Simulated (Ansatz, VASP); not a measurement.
# KRh2 in VASP and in Ansatz

Contents of INCAR:

```
SYSTEM = KRh2
PREC = Accurate
ENCUT = 500
EDIFF = 1E-7
ISMEAR = 0
SIGMA = 0.1
LREAL = .FALSE.
LASPH = .TRUE.
NELM = 120
ALGO = Normal
ISIF = 3
LWAVE = .FALSE.
LCHARG = .FALSE.
GGA = PE
IBRION = 2
NSW = 100
EDIFFG = -0.01
GGA_COMPAT = .FALSE.
NELMIN = 4
KPAR = 4
```

Contents of KPOINTS:

```
regular mesh
0
G
  20 20 20
  0 0 0
```

POSCAR

```
KRh2
1.0
   -1.6731729321      1.6731729321      6.0473530324
    1.6731729321     -1.6731729321      6.0473530324
    1.6731729321      1.6731729321     -6.0473530324
K Rh
1 2
Direct
    0.0000000000      0.0000000000      0.0000000000
    0.7162690714      0.7162690714      0.0000000000
    0.2837309286      0.2837309286      0.0000000000
```

Input for Ansatz:

```yaml
crystal:
  lattice:
    - [-1.6731729321, 1.6731729321, 6.0473530324]
    - [1.6731729321, -1.6731729321, 6.0473530324]
    - [1.6731729321, 1.6731729321, -6.0473530324]
  atoms:
    - { symbol: K, position: [0.0, 0.0, 0.0] }
    - { symbol: Rh, position: [0.7162690714, 0.7162690714, 0.0] }
    - { symbol: Rh, position: [0.2837309286, 0.2837309286, 0.0] }
basis:
  ecutwfc: 420
kpoints:
  mp_grid: { grid: [20, 20, 20] }
hamiltonian:
  xc: pbe
scf:
  occupations: { method: gaussian, width: 0.1 }
output:
  forces: true
  stress: true
  eigenvalues: true
  write_density: true
  write_potential: true
  elf: true
  volumetric_format: npy
relax:
  adjacent_minimum: "off"
  f_tol: 0.01
  max_steps: 80
  cell: { stress_tol: 0.05 }
```

Alike in both runs: task relaxation of cell and atoms; functional PBE; k mesh 20 × 20 × 20; occupations gaussian, width 0.1 eV; no spin polarisation.

```csv
,VASP,Ansatz
version,VASP 6.6.1,Ansatz 0.2.0
potentials or method,"VASP PAW PBE potentials, release 64 (K_sv, Rh_pv), cutoff 500 eV","scalar-relativistic, plane waves, PAW"
valence electrons in the cell,39,43
```

VASP gave:

| Item | Value |
| --- | --- |
| gap on the k mesh at the Fermi level, each at its own relaxed structure (eV) | none |
| relaxed volume (Å³/atom) | 22.83 |
| relaxed length of the cell vector where the two differ most in proportion (Å) | 6.494 |

Task: Estimate Ansatz's values.

Result: gap on the k mesh at the Fermi level, each at its own relaxed structure (eV): none; relaxed volume (Å³/atom): 22.80; relaxed length of the cell vector where the two differ most in proportion (Å): 6.483.

A gap of «none» marks a metal or a gap that the smearing closes. VASP's potentials hold 39 valence electrons a cell and Ansatz's 43, so a difference there can come from the potentials and not from the codes.
